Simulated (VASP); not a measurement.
# P (P4/mmm) in VASP: a series of runs, part 2 of 2

VASP 6.6.1. The steps go on from the part before.

## (3) Electric field gradients, PBEsol (83.13 Å³/atom)

This run uses another cell than the first one, of 83.13 Å³/atom.

Input file INCAR:

```
ALGO = Normal
EDIFF = 1E-8
ENCUT = 400
GGA = PS
GGA_COMPAT = False
ISIF = 2
ISMEAR = -1
LASPH = True
LCHARG = False
LEFG = True
LREAL = False
LWAVE = False
NBANDS = 8
NELM = 120
PREC = Accurate
SIGMA = 0.08
```

Input file KPOINTS:

```
k-points
0
Gamma
  10 10 9
```

Input file POSCAR:

```
P
1.0
    4.3291337379      0.0000000000      0.0000000000
    0.0000000000      4.3291337379      0.0000000000
    0.0000000000      0.0000000000      4.4356118699
P
1
Direct
    0.0000000000      0.0000000000      0.0000000000
```

Potentials or basis: VASP PAW PBE potentials, release 64 (P).

The run is started by

```console
$ cat potpaw_PBE.64/P/POTCAR > POTCAR
$ mpirun -np 1 vasp_std > vasp.out
```

OUTCAR:

```text
EDIFF = 1E-8
   ENCUT = 400
   GGA = PS
   ISIF = 2
   ISMEAR = -1
   LASPH = True
   LREAL = False
   NELM = 120
   PREC = Accurate

 ion  position               nearest neighbor table
   1  0.000  0.000  0.000-

  LATTYP: Found a simple tetragonal cell.
 ALAT       =     4.3291337379
 C/A-ratio  =     1.0245957132

  Lattice vectors:

 A1 = (   4.3291337379,   0.0000000000,   0.0000000000)
 A2 = (   0.0000000000,   4.3291337379,   0.0000000000)
 A3 = (   0.0000000000,   0.0000000000,   4.4356118699)

Analysis of symmetry for initial positions (statically):
=====================================================================
 Subroutine PRICEL returns:
 Original cell was already a primitive cell.

 Routine SETGRP: Setting up the symmetry group for a
 simple tetragonal supercell.

 Subroutine GETGRP returns: Found 16 space group operations
 (whereof 16 operations were pure point group operations)
 out of a pool of 16 trial point group operations.

The static configuration has the point symmetry D_4h.

Analysis of symmetry for dynamics (positions and initial velocities):
=====================================================================
 Subroutine PRICEL returns:
 Original cell was already a primitive cell.

 Routine SETGRP: Setting up the symmetry group for a
 simple tetragonal supercell.

 Subroutine GETGRP returns: Found 16 space group operations
 (whereof 16 operations were pure point group operations)
 out of a pool of 16 trial point group operations.

The dynamic configuration has the point symmetry D_4h.

 Subroutine INISYM returns: Found 16 space group operations
 (whereof 16 operations are pure point group operations),
 and found     1 'primitive' translations

----------------------------------------------------------------------------------------

                                     Primitive cell

  volume of cell :      83.1296

  direct lattice vectors                    reciprocal lattice vectors
     4.329133738  0.000000000  0.000000000     0.230993095  0.000000000  0.000000000
     0.000000000  4.329133738  0.000000000     0.000000000  0.230993095  0.000000000
     0.000000000  0.000000000  4.435611870     0.000000000  0.000000000  0.225448039

  length of vectors
     4.329133738  4.329133738  4.435611870     0.230993095  0.230993095  0.225448039

  position of ions in fractional coordinates (direct lattice)
     0.000000000  0.000000000  0.000000000

  ion indices of the primitive-cell ions
   primitive index   ion index
                 1           1

----------------------------------------------------------------------------------------

 KPOINTS: k-points

Automatic generation of k-mesh.
 Grid dimensions read from file:
 generate k-points for:   10   10    9

[... 61 lines left out ...]
   ENCUT  =  400.0 eV  29.40 Ry    5.42 a.u.   7.06  7.06  7.23*2*pi/ulx,y,z
   NELM   =    120;   NELMIN=  2; NELMDL= -5     # of ELM steps
   EDIFF  = 0.1E-07   stopping-criterion for ELM
   LREAL  =      F    real-space projection
   EDIFFG = 0.1E-06   stopping-criterion for IOM
   NSW    =      0    number of steps for IOM
   IBRION =     -1    ionic relax: 0-MD 1-quasi-New 2-CG
   NFREE  =      0    steps in history (QN), initial steepest desc. (CG)
   ISIF   =      2    stress and relaxation
   ISYM   =      2    0-nonsym 1-usesym 2-fastsym
   POTIM  = 0.5000    time-step for ionic-motion
   TEBEG  =    0.0;   TEEND  =   0.0 temperature during run
   PSTRESS=    0.0 pullay stress
   NELECT =       5.0000    total number of electrons
   NUPDOWN=      -1.0000    fix difference up-down
   EMIN   =  10.00;   EMAX   =-10.00  energy-range for DOS
   EFERMI =   0.00;   METHOD = LEGACY
   ISMEAR =    -1;   SIGMA  =   0.08  broadening in eV -4-tet -1-fermi 0-gaus
   EFERMI_NEDOS =   21; number of points for ismear=-14 and -15
   IALGO  =     38    algorithm
   IMIX   =      4    mixing-type and parameters
     AMIX     =   0.40;   BMIX     =  1.00
     AMIX_MAG =   1.60;   BMIX_MAG =  1.00
  volume/ion in A,a.u.               =      83.13       560.99
  Fermi-wavevector in a.u.,A,eV,Ry     =   0.641426  1.212119  5.597802  0.411427
  Thomas-Fermi vector in A             =   1.707761
   LORBIT       =      0    0 simple, 1 ext, 2 COOP (PROOUT), +10 PAW based schemes
   GGA     = PS    functional components
   LHFCALC =     F    Hartree Fock is set to
   AEXX    =    0.0000 exact exchange contribution
   IVDW    =     0    specifies the selected vdW correction
   LEPSILON=     F    determine dielectric tensor
   LRPA    =     F    only Hartree local field effects (RPA)
 non-spin polarized calculation
  energy-cutoff  :      400.00
  volume of cell :       83.13
 maximum number of plane-waves:      1538
   NGX = 15   NGY = 15   NGZ = 15

 number of electron       5.0000000 magnetization

 Free energy of the ion-electron system (eV)
  ---------------------------------------------------
  ext. energy  EPLUGINS =         0.00000000
  ---------------------------------------------------
  free energy    TOTEN  =        -1.13397344 eV

  energy without entropy =       -1.05513852  energy(sigma->0) =       -1.09455598

 E-fermi :  -3.1651     XC(G=0):  -4.9266

 val. band max:       -3.1746837747   @ k =   0.4000   0.3000   0.4444
 cond. band min:      -3.1620308606   @ k =   0.2000   0.0000   0.1111
 fundamental gap:      0.0126529141
 Fermi energy:        -3.1650830771

 k-point     1 :       0.0000    0.0000    0.0000
  band No.  band energies     occupation
      1     -11.8738      2.00000
      2      -2.7536      0.01160
      3      -2.6518      0.00327
      4      -2.6518      0.00327
      5       1.4221      0.00000
      6       4.2533      0.00000
      7       4.3322      0.00000
      8       8.7249      0.00000
[... 243 lines left out ...]
 k-point    24 :       0.2000    0.0000    0.1111
  band No.  band energies     occupation
      1     -11.8084      2.00000
      2      -3.1620      0.98093
      3      -2.8610      0.04373
      4      -2.5943      0.00159
      5       2.1461      0.00000
      6       4.5832      0.00000
      7       4.8774      0.00000
      8       6.8226      0.00000

 [... further k-points ...]
[... 5 lines left out ...]
  --------------------------------------------------------------------------------------
  -------------------------------------------------------------------------------------
  Total       -1.8658177     -1.8658177     -1.6361243      0.0000000     -0.0000000      0.0000000
  in kB      -35.9603788    -35.9603788    -31.5334393      0.0000000     -0.0000000      0.0000000
  external PRESSURE =     -34.4847323 kB  Pullay stress =       0.0000000 kB

 VOLUME and BASIS-vectors are now :
 -----------------------------------------------------------------------------
  energy-cutoff  :      400.00
  volume of cell :       83.13
      direct lattice vectors                 reciprocal lattice vectors
     4.329133738  0.000000000  0.000000000     0.230993095  0.000000000  0.000000000
     0.000000000  4.329133738  0.000000000     0.000000000  0.230993095  0.000000000
     0.000000000  0.000000000  4.435611870     0.000000000  0.000000000  0.225448039

 POSITION                                       TOTAL-FORCE (eV/Angst)
 -----------------------------------------------------------------------------------
      0.00000      0.00000      0.00000         0.000000      0.000000      0.000000
 -----------------------------------------------------------------------------------
    total drift:                               -0.000000      0.000000     -0.000000

  FREE ENERGIE OF THE ION-ELECTRON SYSTEM (eV)
  ---------------------------------------------------
  free  energy   TOTEN  =        -1.1339734413 eV

  energy  without entropy=       -1.0551385232  energy(sigma->0) =       -1.09455598

 Electric field gradients (V/A^2)
---------------------------------------------------------------------
 ion       V_xx      V_yy      V_zz      V_xy      V_xz      V_yz
---------------------------------------------------------------------
   1       0.393     0.393    -0.786    -0.000     0.000     0.000
---------------------------------------------------------------------

 Electric field gradients after diagonalization (V/A^2)
 (convention: |V_zz| > |V_xx| > |V_yy|)
----------------------------------------------------------------------
 ion       V_xx      V_yy      V_zz     asymmetry (V_yy - V_xx)/ V_zz
----------------------------------------------------------------------
   1       0.393     0.393    -0.786       0.000
----------------------------------------------------------------------

           NMR quadrupolar parameters

 Cq : quadrupolar parameter    Cq=e*Q*V_zz/h
 eta: asymmetry parameters     (V_yy - V_xx)/ V_zz
 Q  : nuclear electric quadrupole moment in mb (millibarn)
----------------------------------------------------------------------
 ion       Cq(MHz)       eta       Q (mb)
----------------------------------------------------------------------
   1      -0.002       0.000       1.000
----------------------------------------------------------------------
```

It took 56 s on 1 thread of Intel Xeon 8259CL, shared host; peak memory 0.17 GiB.

What came out:

* Free energy: -1.1340 eV
* Pressure: -3.4 GPa
* Band gap on the k mesh: zero (an odd number of electrons rules out a gap without spin polarisation)
* Largest electric field gradient by atom: P -0.8 V/Å²

Electric field gradients, principal values (V/Å²):
```tsv
atom	least	middle	greatest (by size)
1 P	0.393	0.393	-0.786
```

Caveat: the cell stands under tension; without QUAD_EFG the Cq values of the log hold for a quadrupole moment of 1 mb, not for the nuclei; the PAW data sets were made with another functional, which shifts forces and pressure a little.

## (4) Electric field gradients, PBEsol (83.13 Å³/atom)

This run uses another cell than the first one, of 83.13 Å³/atom.

Input file INCAR:

```
SYSTEM = P
PREC = Accurate ; ENCUT = 400
EDIFF = 1E-8 ; ISMEAR = -1
SIGMA = 0.08 ; LREAL = .FALSE.
LASPH = .TRUE. ; NELM = 120
ALGO = Normal ; ISIF = 2
LWAVE = .FALSE. ; LCHARG = .FALSE.
GGA = PS ; LEFG = .TRUE.
NBANDS = 8 ; GGA_COMPAT = .FALSE.
```

Input file KPOINTS:

```
Automatic mesh
0
G
  10 10 9
  0 0 0
```

POSCAR is that of step 3.

Potentials or basis: VASP PAW PBE potentials, release 64 (P).

The run is started by

```console
$ cat potpaw_PBE.64/P/POTCAR > POTCAR
$ mpirun -np 1 vasp_std > vasp.out
```

OUTCAR:

```text
SYSTEM = P
   PREC = Accurate
   ENCUT = 400
   EDIFF = 1E-8
   ISMEAR = -1
   LREAL = .FALSE.
   LASPH = .TRUE.
   NELM = 120
   ISIF = 2
   GGA = PS

 ion  position               nearest neighbor table
   1  0.000  0.000  0.000-

  LATTYP: Found a simple tetragonal cell.
 ALAT       =     4.3291337379
 C/A-ratio  =     1.0245957132

  Lattice vectors:

 A1 = (   4.3291337379,   0.0000000000,   0.0000000000)
[... 469 lines left out ...]
 -----------------------------------------------------------------------------------
    total drift:                               -0.000000      0.000000     -0.000000

  FREE ENERGIE OF THE ION-ELECTRON SYSTEM (eV)
  ---------------------------------------------------
  free  energy   TOTEN  =        -1.1339734413 eV

  energy  without entropy=       -1.0551385232  energy(sigma->0) =       -1.09455598

 Electric field gradients (V/A^2)
---------------------------------------------------------------------
 ion       V_xx      V_yy      V_zz      V_xy      V_xz      V_yz
---------------------------------------------------------------------
   1       0.393     0.393    -0.786    -0.000     0.000     0.000
---------------------------------------------------------------------

 Electric field gradients after diagonalization (V/A^2)
 (convention: |V_zz| > |V_xx| > |V_yy|)
----------------------------------------------------------------------
 ion       V_xx      V_yy      V_zz     asymmetry (V_yy - V_xx)/ V_zz
----------------------------------------------------------------------
   1       0.393     0.393    -0.786       0.000
----------------------------------------------------------------------

           NMR quadrupolar parameters

 Cq : quadrupolar parameter    Cq=e*Q*V_zz/h
 eta: asymmetry parameters     (V_yy - V_xx)/ V_zz
 Q  : nuclear electric quadrupole moment in mb (millibarn)
----------------------------------------------------------------------
 ion       Cq(MHz)       eta       Q (mb)
----------------------------------------------------------------------
   1      -0.002       0.000       1.000
----------------------------------------------------------------------
```

OSZICAR:

```text
N       E                     dE             d eps       ncg     rms          rms(c)
DAV:   1     0.709539488993E+01    0.70954E+01   -0.11046E+03  1680   0.289E+02
DAV:   2    -0.765238782934E+00   -0.78606E+01   -0.77102E+01  2320   0.423E+01
DAV:   3    -0.114753229762E+01   -0.38229E+00   -0.36909E+00  2072   0.966E+00
DAV:   4    -0.115110369177E+01   -0.35714E-02   -0.35676E-02  2904   0.106E+00
DAV:   5    -0.115110901451E+01   -0.53227E-05   -0.53225E-05  2288   0.283E-02    0.574E-01
DAV:   6    -0.113612293894E+01    0.14986E-01   -0.26733E-02  2184   0.612E-01    0.310E-01
DAV:   7    -0.113300442624E+01    0.31185E-02   -0.25723E-02  2192   0.628E-01    0.149E-01
DAV:   8    -0.113389861577E+01   -0.89419E-03   -0.10287E-03  2200   0.155E-01    0.267E-02
DAV:   9    -0.113391879838E+01   -0.20183E-04   -0.11006E-05  2848   0.191E-02    0.881E-03
DAV:  10    -0.113396824833E+01   -0.49450E-04   -0.59699E-05  1872   0.334E-02    0.204E-03
DAV:  11    -0.113397316759E+01   -0.49193E-05   -0.90270E-06  1928   0.121E-02    0.153E-03
DAV:  12    -0.113397323274E+01   -0.65156E-07   -0.33761E-07  2392   0.247E-03    0.444E-04
DAV:  13    -0.113397342797E+01   -0.19522E-06   -0.32655E-07  1904   0.252E-03    0.245E-04
DAV:  14    -0.113397344945E+01   -0.21484E-07   -0.37584E-09  2936   0.332E-04    0.762E-05
DAV:  15    -0.113397344125E+01    0.81973E-08   -0.15476E-09  2112   0.192E-04
   1 F= -.11339734E+01 E0= -.10945560E+01  d E =-.788349E-01
```

stdout:

```text
POSCAR found type information on POSCAR P
 POSCAR found :  1 types and       1 ions
 scaLAPACK will be used
 -----------------------------------------------------------------------------
|                                                                             |
|                                                                             |
|     You enforced a specific xc type in the INCAR file but a different       |
|     I HOPE YOU KNOW WHAT YOU ARE DOING!                                     |
|                                                                             |
 -----------------------------------------------------------------------------

 LDA part: xc-table for (Slater+PW92), standard interpolation
 POSCAR, INCAR and KPOINTS ok, starting setup
 FFT: planning ... GRIDC
 FFT: planning ... GRID_SOFT
 FFT: planning ... GRID
 WAVECAR not read
 entering main loop
ion   1
```

Run time: 60 s. Hardware: 1 thread of Intel Xeon 8259CL, shared host; peak memory 0.18 GiB.

Results:

| Property | Result |
| --- | --- |
| Free energy | -1.1340 eV |
| Pressure | -3.4 GPa |
| Band gap on the k mesh | zero (an odd number of electrons rules out a gap without spin polarisation) |
| Largest electric field gradient by atom | P -0.8 V/Å² |

Electric field gradients, principal values (V/Å²):
| atom | least | middle | greatest (by size) |
| --- | --- | --- | --- |
| 1 P | 0.393 | 0.393 | -0.786 |

Caveat: the cell stands under tension; without QUAD_EFG the Cq values of the log hold for a quadrupole moment of 1 mb, not for the nuclei; the PAW data sets were made with another functional, which shifts forces and pressure a little.
